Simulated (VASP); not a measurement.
Wanted: the native input for a VASP 6.6.1 run.

* Task: single point
* Functional: LDA
* Potentials or basis: VASP PAW LDA potentials, release 64 (Ga_d, As)
* Cutoff: 520 eV
* k mesh: 8 × 8 × 8
* Occupations: gaussian, width 0.01 eV
* Spin: no spin polarisation
* Dipole correction: no
* Further INCAR settings: ALGO = Normal; EDIFF = 1e-06; NBANDS = 16

The structure of GaAs lies in POSCAR:

```
GaAs
1.0
    0.0000000000      2.8266500000      2.8266500000
    2.8266500000      0.0000000000      2.8266500000
    2.8266500000      2.8266500000      0.0000000000
Ga As
1 1
Direct
    0.0000000000      0.0000000000      0.0000000000
    0.2500000000      0.2500000000      0.2500000000
```

One way to write it, as run:

INCAR

```
SYSTEM = GaAs
PREC = Accurate
ENCUT = 520
EDIFF = 1E-6
ISMEAR = 0
SIGMA = 0.01
LREAL = .False.
LASPH = .True.
NELM = 80
ALGO = Normal
ISIF = 2
LWAVE = .False.
LCHARG = .False.
NBANDS = 16
```

KPOINTS

```
regular mesh
0
Gamma
  8 8 8
  0 0 0
```

Potentials or basis: VASP PAW LDA potentials, release 64 (Ga_d, As).

Launch:

```sh
$ cat potpaw_LDA.64/Ga_d/POTCAR potpaw_LDA.64/As/POTCAR > POTCAR
$ mpirun -np 1 vasp_std > vasp.out
```

Results of the run:

| Property | Result |
| --- | --- |
| Pressure | -1.6 GPa |
| Band gap on the k mesh | 0.33 eV, direct |

Wall time 9.4 s on 1 thread of Intel(R) Xeon(R) 6975P-C (Granite Rapids) (shared host), peak memory 0.15 GiB.
